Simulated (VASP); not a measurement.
Here is a VASP 6.6.1 calculation.

The input INCAR:

```
PREC = Accurate ; ENCUT = 500
EDIFF = 1E-6 ; ISMEAR = -1
SIGMA = 0.1 ; LREAL = F
LASPH = T ; NELM = 120
ALGO = Normal ; ISIF = 2
LWAVE = F ; LCHARG = T
GGA = PE ; LELF = T
LVHAR = T ; NBANDS = 8
GGA_COMPAT = F
```

Contents of KPOINTS:

```
regular mesh
0
Gamma
  15 15 15
```

File POSCAR:

```
Si
1.0
    0.0000000000      1.6810599250      1.6810599250
    1.6810599250      0.0000000000      1.6810599250
    1.6810599250      1.6810599250      0.0000000000
Si
1
Direct
    0.0000000000      0.0000000000      0.0000000000
```

Potentials or basis: VASP PAW PBE potentials, release 64 (Si).

The run is started by

```sh
$ cat potpaw_PBE.64/Si/POTCAR > POTCAR
$ mpirun -np 1 vasp_std > vasp.out
```

(1) Estimate the band gap on the k mesh.

(2) Estimate the pressure.

Answers

(1) zero (band 2 reaches 30.45 eV, above the bottom of band 3 at 13.64 eV).

(2) 86.5 GPa.
